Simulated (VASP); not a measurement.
# AlN (P1) in VASP: notebook

AlN is run at these levels: PBE; tasks: single point.

Program: VASP 6.6.1. These are calculated values, not measurements. Logs are shortened: lines on timing, memory, paths and dates and some standing lists are left out, and cuts for length are marked.

**1. The cell of the first run**

The typed cell holds 8 atoms: a = 5.569 Å, b = 5.569 Å, c = 2.785 Å, α = 60.00°, β = 60.00°, γ = 60.00°.

**2. Single point, PBE**

The input, INCAR:

```
ALGO     = Normal         # electronic algorithm
EDIFF    = 1E-6           # SCF threshold, eV
ENCUT    = 520            # plane-wave cutoff, eV
GGA      = PE             # functional
GGA_COMPAT= False        
ISIF     = 2              # what is computed and relaxed
ISMEAR   = -1             # smearing method
LASPH    = True           # aspherical terms in the spheres
LCHARG   = False          # write CHGCAR
LREAL    = False          # projectors in reciprocal space
LWAVE    = False          # write WAVECAR
NBANDS   = 26             # bands
NELM     = 120            # most SCF steps
PREC     = Accurate       # precision mode
SIGMA    = 0.05           # smearing width, eV
```

The input, KPOINTS:

```
k-points
0
Gamma
  3 3 3
```

The input, POSCAR:

```
AlN
1.0
    0.0000000000      3.9380000000      3.9380000000
    3.9380000000      0.0000000000      3.9380000000
    1.9690000000      1.9690000000      0.0000000000
Al N
4 4
Direct
   -0.0141961656     -0.0110453276      0.0994832402
    0.0029763840      0.4776201117      0.0403864906
    0.4753963941      0.0077729812      0.0336485526
    0.5010775775      0.5153982986     -0.0700205688
    0.2539771458      0.2481879126      0.5362884713
    0.2598789995      0.7220420264      0.4747300660
    0.7438217369      0.2678994413      0.4605886237
    0.7387044185      0.7650708481      0.4510015236
```

Potentials or basis: VASP PAW PBE potentials, release 64 (Al, N).

Started as:

```sh
> cat potpaw_PBE.64/Al/POTCAR potpaw_PBE.64/N/POTCAR > POTCAR
> mpirun -np 1 vasp_std > vasp.out
```

OUTCAR:

```text
EDIFF = 1E-6
   ENCUT = 520
   GGA = PE
   ISIF = 2
   ISMEAR = -1
   LASPH = True
   LREAL = False
   NELM = 120
   PREC = Accurate

 ion  position               nearest neighbor table
   1  0.986  0.989  0.099-   7 1.83   6 1.85   8 1.89   5 2.08   7 2.22   6 2.29   2 2.69   3 2.69
                             3 2.73   2 2.74   4 2.78   2 2.84   4 2.84   3 2.85   2 2.89   3 2.89
   2  0.003  0.478  0.040-   7 1.86   5 1.90   8 1.96   5 1.97   6 1.98   8 2.20   3 2.62   4 2.65
                             1 2.69   4 2.74   1 2.74   1 2.84   4 2.86   1 2.89   4 2.94   3 2.95
   3  0.475  0.008  0.034-   5 1.85   8 1.87   5 1.94   6 1.99   7 2.09   8 2.11   2 2.62   4 2.62
                             1 2.69   1 2.73   4 2.76   4 2.83   1 2.85   1 2.89   2 2.95   4 2.96
   4  0.501  0.515  0.930-   6 1.85   6 1.90   7 1.90   8 1.92   7 2.00   5 2.04   3 2.62   2 2.65
                             2 2.74   3 2.76   1 2.78   3 2.83   1 2.84   2 2.86   2 2.94   3 2.96
   5  0.254  0.248  0.536-   3 1.85   2 1.90   3 1.94   2 1.97   4 2.04   1 2.08
   6  0.260  0.722  0.475-   1 1.85   4 1.85   4 1.90   2 1.98   3 1.99   1 2.29
   7  0.744  0.268  0.461-   1 1.83   2 1.86   4 1.90   4 2.00   3 2.09   1 2.22
   8  0.739  0.765  0.451-   3 1.87   1 1.89   4 1.92   2 1.96   3 2.11   2 2.20

  LATTYP: Found a base centered orthorhombic cell.
 ALAT       =     5.5691730086
 B/A-ratio  =     1.4142135624
 C/A-ratio  =     0.5000000000

  Lattice vectors:

 A1 = (  -1.9690000000,   1.9690000000,  -3.9380000000)
 A2 = (  -1.9690000000,   1.9690000000,   3.9380000000)
 A3 = (   1.9690000000,   1.9690000000,   0.0000000000)

Analysis of symmetry for initial positions (statically):
=====================================================================
 Subroutine PRICEL returns:
 Original cell was already a primitive cell.

 Routine SETGRP: Setting up the symmetry group for a
 base centered orthorhombic supercell.

 Subroutine GETGRP returns: Found  1 space group operations
 (whereof  1 operations were pure point group operations)
 out of a pool of  8 trial point group operations.

The static configuration has the point symmetry C_1 .

Analysis of symmetry for dynamics (positions and initial velocities):
=====================================================================
 Subroutine PRICEL returns:
 Original cell was already a primitive cell.

 Routine SETGRP: Setting up the symmetry group for a
 base centered orthorhombic supercell.

 Subroutine GETGRP returns: Found  1 space group operations
 (whereof  1 operations were pure point group operations)
 out of a pool of  8 trial point group operations.

The dynamic configuration has the point symmetry C_1 .

 Subroutine INISYM returns: Found  1 space group operations
 (whereof  1 operations are pure point group operations),
 and found     1 'primitive' translations

----------------------------------------------------------------------------------------

                                     Primitive cell

  volume of cell :      61.0699

  direct lattice vectors                    reciprocal lattice vectors
     0.000000000  3.938000000  3.938000000    -0.126968004  0.126968004  0.126968004
     3.938000000  0.000000000  3.938000000     0.126968004 -0.126968004  0.126968004
     1.969000000  1.969000000  0.000000000     0.253936008  0.253936008 -0.253936008

  length of vectors
     5.569173009  5.569173009  2.784586504     0.219915034  0.219915034  0.439830068

  position of ions in fractional coordinates (direct lattice)
     0.985803834  0.988954672  0.099483240
     0.002976384  0.477620112  0.040386491
     0.475396394  0.007772981  0.033648553
     0.501077577  0.515398299  0.929979431
     0.253977146  0.248187913  0.536288471
     0.259879000  0.722042026  0.474730066
     0.743821737  0.267899441  0.460588624
     0.738704418  0.765070848  0.451001524

  ion indices of the primitive-cell ions
   primitive index   ion index
                 1           1
                 2           2
                 3           3
                 4           4
                 5           5
                 6           6
                 7           7
                 8           8

----------------------------------------------------------------------------------------

 KPOINTS: k-points

Automatic generation of k-mesh.
 Grid dimensions read from file:
 generate k-points for:    3    3    3

 Generating k-lattice:

  Cartesian coordinates                     Fractional coordinates (reciprocal lattice)
    -0.042322668  0.042322668  0.042322668     0.333333333  0.000000000  0.000000000
     0.042322668 -0.042322668  0.042322668     0.000000000  0.333333333  0.000000000
     0.084645336  0.084645336 -0.084645336     0.000000000  0.000000000  0.333333333

  Length of vectors
     0.073305011  0.073305011  0.146610023

  Shift w.r.t. Gamma in fractional coordinates (k-lattice)
     0.000000000  0.000000000  0.000000000

 Subroutine IBZKPT returns following result:
 ===========================================

 Found     14 irreducible k-points:

 Following reciprocal coordinates:
            Coordinates               Weight
  0.000000  0.000000  0.000000      1.000000
  0.333333  0.000000  0.000000      2.000000
  0.000000 -0.333333  0.000000      2.000000
  0.333333  0.333333  0.000000      2.000000
 -0.333333  0.333333  0.000000      2.000000
  0.000000  0.000000  0.333333      2.000000
 -0.333333 -0.333333  0.333333      2.000000
  0.333333  0.000000  0.333333      2.000000
  0.333333 -0.333333  0.333333      2.000000
  0.000000 -0.333333 -0.333333      2.000000
  0.333333 -0.333333 -0.333333      2.000000
 -0.333333  0.000000  0.333333      2.000000
  0.000000 -0.333333  0.333333      2.000000
  0.333333  0.333333  0.333333      2.000000
   k-points           NKPTS =     14   k-points in BZ     NKDIM =     14   number of bands    NBANDS=     26
   number of dos      NEDOS =    301   number of ions     NIONS =      8
   total plane-waves  NPLWV =  42336
   dimension x,y,z NGX =    42 NGY =   42 NGZ =   24
   dimension x,y,z NGXF=    84 NGYF=   84 NGZF=   48
   ions per type =               4   4
   NGX,Y,Z   is equivalent  to a cutoff of  12.54, 12.54, 14.33 a.u.
   NGXF,Y,Z  is equivalent  to a cutoff of  25.07, 25.07, 28.66 a.u.
 SYSTEM =  unknown system
   PREC   = accura    normal or accurate (medium, high low for compatibility)
   ISTART =      0    job   : 0-new  1-cont  2-samecut
   ICHARG =      2    charge: 1-file 2-atom 10-const
   ISPIN  =      1    spin polarized calculation?
   LNONCOLLINEAR =      F non collinear calculations
   LSORBIT =      F    spin-orbit coupling
   LASPH  =      T    aspherical Exc in radial PAW
   ENCUT  =  520.0 eV  38.22 Ry    6.18 a.u.  10.35 10.35  5.18*2*pi/ulx,y,z
   NELM   =    120;   NELMIN=  2; NELMDL= -5     # of ELM steps
   EDIFF  = 0.1E-05   stopping-criterion for ELM
   LREAL  =      F    real-space projection
   EDIFFG = 0.1E-04   stopping-criterion for IOM
   NSW    =      0    number of steps for IOM
   IBRION =     -1    ionic relax: 0-MD 1-quasi-New 2-CG
   NFREE  =      0    steps in history (QN), initial steepest desc. (CG)
   ISIF   =      2    stress and relaxation
   ISYM   =      2    0-nonsym 1-usesym 2-fastsym
   POTIM  = 0.5000    time-step for ionic-motion
   TEBEG  =    0.0;   TEEND  =   0.0 temperature during run
   PSTRESS=    0.0 pullay stress
   NELECT =      32.0000    total number of electrons
   NUPDOWN=      -1.0000    fix difference up-down
   EMIN   =  10.00;   EMAX   =-10.00  energy-range for DOS
   EFERMI =   0.00;   METHOD = LEGACY
   ISMEAR =    -1;   SIGMA  =   0.05  broadening in eV -4-tet -1-fermi 0-gaus
   EFERMI_NEDOS =   21; number of points for ismear=-14 and -15
   IALGO  =     38    algorithm
   IMIX   =      4    mixing-type and parameters
     AMIX     =   0.40;   BMIX     =  1.00
     AMIX_MAG =   1.60;   BMIX_MAG =  1.00
  volume/ion in A,a.u.               =       7.63        51.51
  Fermi-wavevector in a.u.,A,eV,Ry     =   1.319823  2.494104 23.700443  1.741933
  Thomas-Fermi vector in A             =   2.449694
   LORBIT       =      0    0 simple, 1 ext, 2 COOP (PROOUT), +10 PAW based schemes
   GGA     = PE    functional components
[... 5 lines left out ...]
 non-spin polarized calculation
  energy-cutoff  :      520.00
  volume of cell :       61.07
 maximum number of plane-waves:      1657
 NGX is ok and might be reduce to    42
   NGX = 21   NGY = 21   NGZ = 11

 number of electron      31.9999998 magnetization

 Free energy of the ion-electron system (eV)
  ---------------------------------------------------
  ext. energy  EPLUGINS =         0.00000000
  ---------------------------------------------------
  free energy    TOTEN  =       -56.16776124 eV

  energy without entropy =      -56.16776124  energy(sigma->0) =      -56.16776124

 E-fermi :  12.1995     XC(G=0): -12.6375

 val. band max:       11.1164296529   @ k =   0.0000   0.0000   0.0000
 cond. band min:      16.0811354653   @ k =   0.0000   0.0000   0.0000
 fundamental gap:      4.9647058124
 Fermi energy:        12.1995386571

 k-point     1 :       0.0000    0.0000    0.0000
  band No.  band energies     occupation
      1      -7.2971      2.00000
      2      -3.7274      2.00000
      3      -3.6871      2.00000
      4      -2.6159      2.00000
      5       2.1898      2.00000
      6       2.2310      2.00000
[... 18 lines left out ...]
     25      22.7058      0.00000
     26      23.3199      0.00000

 k-point     2 :       0.3333    0.0000    0.0000
  band No.  band energies     occupation
      1      -6.7053      2.00000
      2      -5.0317      2.00000
      3      -3.5971      2.00000
      4      -2.9575      2.00000
      5       2.9518      2.00000
      6       3.9151      2.00000
[... 18 lines left out ...]
     25      22.9925      0.00000
[... 318 lines left out ...]
     25      23.0217      0.00000
     26      23.5957      0.00000

 k-point    14 :       0.3333    0.3333    0.3333
  band No.  band energies     occupation
      1      -5.7532      2.00000
      2      -3.0407      2.00000
      3      -2.8228      2.00000
      4      -2.5934      2.00000
      5       3.7084      2.00000
      6       3.7712      2.00000
[... 18 lines left out ...]
     25      22.6264      0.00000
     26      23.3396      0.00000

------------------------ aborting loop because EDIFF is reached ----------------------------------------

  FORCE on cell =-STRESS in cart. coord.  units (eV):
  Direction    XX          YY          ZZ          XY          YZ          ZX
  --------------------------------------------------------------------------------------
  -------------------------------------------------------------------------------------
  Total       16.1128235     16.5365930     12.7542776     -0.2986447      0.2452476      0.3166138
  in kB      422.7222391    433.8398940    334.6103060     -7.8349863      6.4341050      8.3064084
  external PRESSURE =     397.0574797 kB  Pullay stress =       0.0000000 kB

 VOLUME and BASIS-vectors are now :
 -----------------------------------------------------------------------------
  energy-cutoff  :      520.00
  volume of cell :       61.07
      direct lattice vectors                 reciprocal lattice vectors
     0.000000000  3.938000000  3.938000000    -0.126968004  0.126968004  0.126968004
     3.938000000  0.000000000  3.938000000     0.126968004 -0.126968004  0.126968004
     1.969000000  1.969000000  0.000000000     0.253936008  0.253936008 -0.253936008

 POSITION                                       TOTAL-FORCE (eV/Angst)
 -----------------------------------------------------------------------------------
      4.09039      4.07798      7.77660        -1.356121     -1.755810      0.238305
      1.96039      0.09124      1.89259         0.741154     -1.016636      1.268228
      0.09686      1.93837      1.90272        -1.225256      0.539905      1.003493
      3.86077      3.80437      4.00288         0.126193      1.695705     -0.721649
      2.03332      2.05611      1.97753        -0.932055     -1.566336     -1.361592
      3.77814      1.95815      3.86680         2.333666     -0.644339      0.546569
      1.96189      3.83607      3.98416         0.175983      1.282257     -1.013387
      3.90087      3.79704      5.92187         0.136436      1.465253      0.040032
 -----------------------------------------------------------------------------------
    total drift:                               -0.000503     -0.000405      0.000306

  FREE ENERGIE OF THE ION-ELECTRON SYSTEM (eV)
  ---------------------------------------------------
  free  energy   TOTEN  =       -56.1677612439 eV

  energy  without entropy=      -56.1677612438  energy(sigma->0) =      -56.16776124
```

Wall time 12 s (1 thread of Intel Xeon 6975P-C (Granite Rapids), shared host); peak memory 0.18 GiB.

Results:

| Quantity | Value |
| --- | --- |
| Free energy | -56.1678 eV |
| Pressure | 39.7 GPa |
| Largest force | 2.482 eV/Å |
| Band gap on the k mesh | 4.96 eV |

Forces in eV/Å, atoms in the order of the input:
```
Al  -1.356 -1.756  0.238
Al   0.741 -1.017  1.268
Al  -1.225  0.540  1.003
Al   0.126  1.696 -0.722
N   -0.932 -1.566 -1.362
N    2.334 -0.644  0.547
N    0.176  1.282 -1.013
N    0.136  1.465  0.040
```

Stress tensor (GPa, compression positive):
```
42.27 -0.78  0.83
-0.78 43.38  0.64
 0.83  0.64 33.46
```

Levels at points of the mesh, in eV from the valence-band top:
| k point | band 14 | band 15 | band 16 | band 17 | band 18 | band 19 |
| --- | --- | --- | --- | --- | --- | --- |
| (0.00, 0.00, 0.00) | -0.11 | -0.04 | 0.00 | 4.96 | 5.24 | 6.28 |

Caveat: the k points lie up to 0.75 Å⁻¹ apart; an odd mesh through Γ misses points on the zone boundary, where band edges can lie; forces of over 1 eV/Å act on the atoms, so gaps and moduli don't describe the material at rest.

**3. Single point, PBE**

The input, INCAR:

```
SYSTEM = AlN
PREC = Accurate
ENCUT = 520
EDIFF = 1E-6
ISMEAR = -1
SIGMA = 0.05
LREAL = .False.
LASPH = .True.
NELM = 120
ALGO = Normal
ISIF = 2
LWAVE = .False.
LCHARG = .False.
GGA = PE
NBANDS = 26
GGA_COMPAT = .False.
```

The input, KPOINTS:

```
Automatic mesh
0
Gamma
  3 3 3
  0 0 0
```

The input, POSCAR:

```
AlN
1.0
    0.0000000000      3.9380000000      3.9380000000
    3.9380000000      0.0000000000      3.9380000000
    1.9690000000      1.9690000000      0.0000000000
Al N
4 4
Direct
    0.0113770950     -0.0020962417     -0.0793788725
   -0.0237614271      0.5120966227      0.0370957339
    0.4923304977     -0.0049028695     -0.0117275267
    0.4973933469      0.4559103606      0.0440959878
    0.2481565515      0.2585826562      0.4624151854
    0.2409848908      0.7535658964      0.5372465719
    0.7319994921      0.2290027933      0.5294489589
    0.7524465465      0.7090580244      0.5979479431
```

Potentials or basis: VASP PAW PBE potentials, release 64 (Al, N).

Started as:

```sh
> cat potpaw_PBE.64/Al/POTCAR potpaw_PBE.64/N/POTCAR > POTCAR
> mpirun -np 1 vasp_std > vasp.out
```

OUTCAR:

```text
SYSTEM = AlN
   PREC = Accurate
   ENCUT = 520
   EDIFF = 1E-6
   ISMEAR = -1
   LREAL = .False.
   LASPH = .True.
   NELM = 120
   ISIF = 2
   GGA = PE

 ion  position               nearest neighbor table
   1  0.011  0.998  0.921-   6 1.72   7 1.89   5 1.96   7 2.12   6 2.13   8 2.19   3 2.64   2 2.66
                             2 2.68   4 2.72   3 2.77   3 2.81   4 2.88   2 2.92   3 2.93   2 2.94
   2  0.976  0.512  0.037-   8 1.75   8 1.90   5 1.92   6 1.99   7 2.08   5 2.13   1 2.66   1 2.68
                             3 2.70   4 2.75   4 2.77   4 2.83   4 2.85   3 2.88   1 2.92   1 2.94
   3  0.492  0.995  0.988-   7 1.87   8 1.91   6 1.95   5 1.97   5 2.00   8 2.23   4 2.60   1 2.64
                             4 2.66   2 2.70   1 2.77   1 2.81   2 2.88   4 2.91   1 2.93   4 2.97
   4  0.497  0.456  0.044-   5 1.77   7 1.88   7 1.91   8 2.01   6 2.02   6 2.15   3 2.60   3 2.66
                             1 2.72   2 2.75   2 2.77   2 2.83   2 2.85   1 2.88   3 2.91   3 2.97
   5  0.248  0.259  0.462-   4 1.77   2 1.92   1 1.96   3 1.97   3 2.00   2 2.13
   6  0.241  0.754  0.537-   1 1.72   3 1.95   2 1.99   4 2.02   1 2.13   4 2.15
   7  0.732  0.229  0.529-   3 1.87   4 1.88   1 1.89   4 1.91   2 2.08   1 2.12
   8  0.752  0.709  0.598-   2 1.75   2 1.90   3 1.91   4 2.01   1 2.19   3 2.23

  LATTYP: Found a base centered orthorhombic cell.
[... 198 lines left out ...]
      5       2.1144      2.00000
      6       2.2554      2.00000
[... 395 lines left out ...]
     25      22.1620      0.00000
     26      23.3064      0.00000

------------------------ aborting loop because EDIFF is reached ----------------------------------------

  FORCE on cell =-STRESS in cart. coord.  units (eV):
  Direction    XX          YY          ZZ          XY          YZ          ZX
  --------------------------------------------------------------------------------------
  -------------------------------------------------------------------------------------
  Total       17.3804347     16.7168054     15.0104171      0.1870266      0.0048955     -0.1312156
  in kB      455.9782005    438.5677913    393.8004484      4.9066710      0.1284335     -3.4424591
  external PRESSURE =     429.4488134 kB  Pullay stress =       0.0000000 kB

 VOLUME and BASIS-vectors are now :
 -----------------------------------------------------------------------------
  energy-cutoff  :      520.00
  volume of cell :       61.07
      direct lattice vectors                 reciprocal lattice vectors
     0.000000000  3.938000000  3.938000000    -0.126968004  0.126968004  0.126968004
     3.938000000  0.000000000  3.938000000     0.126968004 -0.126968004  0.126968004
     1.969000000  1.969000000  0.000000000     0.253936008  0.253936008 -0.253936008

 POSITION                                       TOTAL-FORCE (eV/Angst)
 -----------------------------------------------------------------------------------
      5.74245      1.85751      3.97455         3.518799      1.705049     -0.886207
      2.08968      3.91747      5.86106        -0.823375      1.693927      0.429151
      5.86460      3.88471      5.85749        -0.346124      0.802162     -1.487811
      1.88220      2.04556      3.75411         1.735795     -1.503401      3.456995
      1.92879      1.88774      1.99554         0.140766      0.979158     -3.198462
      4.02538      2.00684      3.91654        -3.390153     -0.391842     -0.160376
      1.94430      3.92510      3.78443        -0.855260      0.660918      1.257097
      3.96963      4.14049      5.75541         0.019553     -3.945972      0.589613
 -----------------------------------------------------------------------------------
    total drift:                               -0.000571     -0.000192      0.000571

  FREE ENERGIE OF THE ION-ELECTRON SYSTEM (eV)
  ---------------------------------------------------
  free  energy   TOTEN  =       -55.7644657693 eV

  energy  without entropy=      -55.7644657692  energy(sigma->0) =      -55.76446577
```

It took 12 s on 1 thread of Intel Xeon 6975P-C (Granite Rapids), shared host; peak memory 0.18 GiB.

Results:

* Free energy: -55.7645 eV
* Pressure: 42.9 GPa
* Largest force: 4.150 eV/Å
* Band gap on the k mesh: 5.21 eV

Forces on the atoms (eV/Å):
```
Al   3.519  1.705 -0.886
Al  -0.823  1.694  0.429
Al  -0.346  0.802 -1.488
Al   1.736 -1.503  3.457
N    0.141  0.979 -3.198
N   -3.390 -0.392 -0.160
N   -0.855  0.661  1.257
N    0.020 -3.946  0.590
```

Stress tensor (GPa, compression positive):
```
45.60  0.49 -0.34
 0.49 43.86  0.01
-0.34  0.01 39.38
```

Levels at points of the mesh, in eV from the valence-band top:
```csv
k point,band 12,band 13,band 14,band 15,band 16,band 17,band 18,band 19,band 20,band 21
"(0.00, 0.00, 0.00)",-1.32,-1.29,-0.15,-0.09,0.00,5.21,5.28,6.34,6.40,6.69
```

Caveat: the k points lie up to 0.75 Å⁻¹ apart; an odd mesh through Γ misses points on the zone boundary, where band edges can lie; forces of over 1 eV/Å act on the atoms, so gaps and moduli don't describe the material at rest. PBE gaps usually lie below the measured ones, often by a third to a half.
